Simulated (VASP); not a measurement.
## DyBe: single point with PBE

The system is DyBe.

```
Dy Be
1.0
     2.26243   -4.29784    0.00000
     2.26243    4.29784    0.00000
     0.00000    0.00000    4.00987
Dy Be
2 2
Direct
  0.15888 0.84112 0.25000
  0.84112 0.15888 0.75000
  0.47918 0.52082 0.25000
  0.52082 0.47918 0.75000
```

The cell was generated, and may not be a known phase.

```
Program                : VASP 6.6.1
Task                   : single point
Functional             : PBE
Potentials or basis    : VASP PAW PBE potentials, release 64 (Dy_3, Be), 4f in core
Cutoff                 : 600 eV
k mesh                 : 5 × 5 × 6
Occupations            : gaussian, width 0.2 eV
Spin                   : no spin polarisation
Dipole correction      : no
Further INCAR settings : ALGO = Normal; EDIFF = 1e-06; NBANDS = 19
```

- Pressure: 0.5 GPa
- Largest force: 0.026 eV/Å
- Band gap on the k mesh: zero (bands 11 and 12 overlap by 1.44 eV)

Forces in eV/Å, atoms in the order of the input:
```
Dy   0.000 -0.013  0.000
Dy   0.000  0.013  0.000
Be   0.000 -0.026  0.000
Be   0.000  0.026  0.000
```

Stress tensor (GPa, compression positive):
```
 0.74  0.00  0.00
 0.00 -0.24  0.00
 0.00  0.00  0.95
```

Levels at points of the mesh, in eV from the Fermi level:
| k point | band 9 | band 10 | band 11 | band 12 | band 13 | band 14 |
| --- | --- | --- | --- | --- | --- | --- |
| (0.00, 0.00, 0.00) | -1.37 | -1.20 | -0.06 | 1.05 | 1.55 | 1.84 |
| (0.00, 0.00, 0.50) | -1.05 | -1.05 | -1.04 | -1.04 | 2.63 | 2.63 |

Run time: 33 s on 1 thread of Intel(R) Xeon(R) 6975P-C (Granite Rapids), on a shared host, peak memory 0.25 GiB.

Caveat: spin-orbit coupling is left out, which moves the levels of the heavy elements; the 4f electrons are frozen in the core, so they carry no moment and show no levels. Spin polarisation is off, so any magnetic state and its effect on volume and gap are missing.
